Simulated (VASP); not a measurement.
# LiNb: single point with PBE

System: LiNb, a sheet with vacuum.

```
Li Nb
1.0
     3.67416    0.00000    0.00000
     0.00000    3.67416    0.00000
     0.00000    0.00000   32.77647
Li Nb
2 2
Direct
  0.00000 0.50000 0.34687
  0.50000 0.00000 0.20230
  0.00000 0.00000 0.27459
  0.50000 0.50000 0.27459
```

The cell was generated, and may not be a known phase.

| Property | Result |
| --- | --- |
| Program | VASP 6.6.1 |
| Task | single point |
| Functional | PBE |
| Potentials or basis | VASP PAW PBE potentials, release 64 (Li_sv, Nb_sv) |
| Cutoff | 520 eV |
| k mesh | 12 × 12 × 1 |
| Occupations | gaussian, width 0.1 eV |
| Spin | no spin polarisation |
| Dipole correction | yes |
| Further INCAR settings | ALGO = Normal; EDIFF = 1e-06; NBANDS = 24 |

```yaml
Largest_force: 0.016 eV/Å
Band_gap_on_the_k_mesh: zero (bands 16 and 17 overlap by 1.39 eV)
```

Forces on the atoms (eV/Å):
```
Li   0.000  0.000 -0.016
Li   0.000  0.000  0.016
Nb   0.000  0.000  0.000
Nb   0.000  0.000  0.000
```

Levels at points of the mesh, in eV from the Fermi level:
```tsv
k point	band 12	band 13	band 14	band 15	band 16	band 17	band 18	band 19	band 20	band 21
(0.00, 0.00, 0.00)	-4.22	-2.93	-2.22	-1.75	-0.80	-0.80	0.11	0.70	1.83	1.99
(0.50, 0.00, 0.00)	-1.88	-1.32	-1.32	-0.20	-0.20	0.80	0.80	1.06	1.06	1.88
(0.50, 0.50, 0.00)	-2.59	-1.91	-1.91	0.03	0.03	1.88	1.88	2.10	2.10	2.35
```

Wall time 8.9 min on 1 thread of Intel(R) Xeon(R) Platinum 8259CL CPU @ 2.50GHz (Skylake/Cascade Lake), on a shared host, peak memory 0.58 GiB.
